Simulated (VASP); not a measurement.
A run of VASP 6.6.1 is set up as follows.

The input INCAR:

```
SYSTEM = Ga
PREC     = Accurate       ! precision mode
ENCUT    = 500            ! plane-wave cutoff, eV
EDIFF    = 1E-6           ! SCF threshold, eV
ISMEAR   = 1              ! smearing method
SIGMA    = 0.1            ! smearing width, eV
LREAL    = .FALSE.        ! projectors in reciprocal space
LASPH    = .TRUE.         ! aspherical terms in the spheres
NELM     = 120            ! most SCF steps
ALGO     = Normal         ! electronic algorithm
ISIF     = 2              ! what is computed and relaxed
LWAVE    = .FALSE.        ! write WAVECAR
LCHARG   = .FALSE.        ! write CHGCAR
GGA      = PS             ! functional
NBANDS   = 20             ! bands
GGA_COMPAT= .FALSE.
```

File KPOINTS:

```
Automatic mesh
0
G
  6 6 5
  0 0 0
```

The input POSCAR:

```
Ga
1.0
    4.5286000000      0.0000000000      0.0000000000
   -2.2643000000      3.9218830000      0.0000000000
    0.0000000000      0.0000000000      4.8991000000
Ga
2
Direct
    0.3333333333      0.6666666667      0.4680000000
    0.6666666667      0.3333333333      0.5320000000
```

Potentials or basis: VASP PAW PBE potentials, release 64 (Ga_d).

Command:

```console
$ cat potpaw_PBE.64/Ga_d/POTCAR > POTCAR
$ mpirun -np 1 vasp_std > vasp.out
```

Predict the largest force.

0.397 eV/Å.

Estimate the pressure.

-3.1 GPa.

Estimate the band gap on the k mesh.

zero (band 13 reaches 0.95 eV, above the bottom of band 14 at -0.23 eV).

Stress tensor (GPa, compression positive):
```
-3.71  0.00  0.00
 0.00 -3.71  0.00
 0.00  0.00 -1.78
```

Caveat: the PAW data sets were made with another functional, which shifts forces and pressure a little.
